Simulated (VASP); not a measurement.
Wanted: the native input for a VASP 6.6.1 run.

```yaml
Task: single point
Functional: LDA
Potentials_or_basis: VASP PAW LDA potentials, release 64 (Al, As)
Cutoff: 500 eV
k_mesh: 8 × 8 × 8
Occupations: gaussian, width 0.05 eV
Spin: no spin polarisation
Dipole_correction: no
Further_INCAR_settings: ALGO = Normal; EDIFF = 1e-06; NBANDS = 11
```

The structure of AlAs lies in POSCAR:

```
AlAs
1.0
    0.0000000000      2.8847976280      2.8847976280
    2.8847976280      0.0000000000      2.8847976280
    2.8847976280      2.8847976280      0.0000000000
Al As
1 1
Direct
    0.0000000000      0.0000000000      0.0000000000
    0.7500000000      0.7500000000      0.7500000000
```

This cell differs from its parent crystal: the cell strained.

The input as run:

INCAR

```
ALGO     = Normal         # electronic algorithm
EDIFF    = 1E-6           # SCF threshold, eV
ENCUT    = 500            # plane-wave cutoff, eV
GGA      = CA             # functional
GGA_COMPAT= False        
ISIF     = 2              # what is computed and relaxed
ISMEAR   = 0              # smearing method
LASPH    = True           # aspherical terms in the spheres
LCHARG   = False          # write CHGCAR
LREAL    = False          # projectors in reciprocal space
LWAVE    = False          # write WAVECAR
NBANDS   = 11             # bands
NELM     = 120            # most SCF steps
PREC     = Accurate       # precision mode
SIGMA    = 0.05           # smearing width, eV
```

KPOINTS

```
k-points
0
Gamma
  8 8 8
```

Potentials or basis: VASP PAW LDA potentials, release 64 (Al, As).

Run with:

```console
$ cat potpaw_LDA.64/Al/POTCAR potpaw_LDA.64/As/POTCAR > POTCAR
$ mpirun -np 1 vasp_std > vasp.out
```

It gave:

```yaml
Pressure: -4.5 GPa
Band_gap_on_the_k_mesh: 1.43 eV (least direct gap 1.44 eV)
```

Caveat: the cell differs from its parent crystal (the cell strained); the cell stands under tension.

Run time: 11 s on 1 thread of Intel(R) Xeon(R) Platinum 8259CL CPU @ 2.50GHz (Skylake/Cascade Lake), on a shared host, peak memory 0.15 GiB.
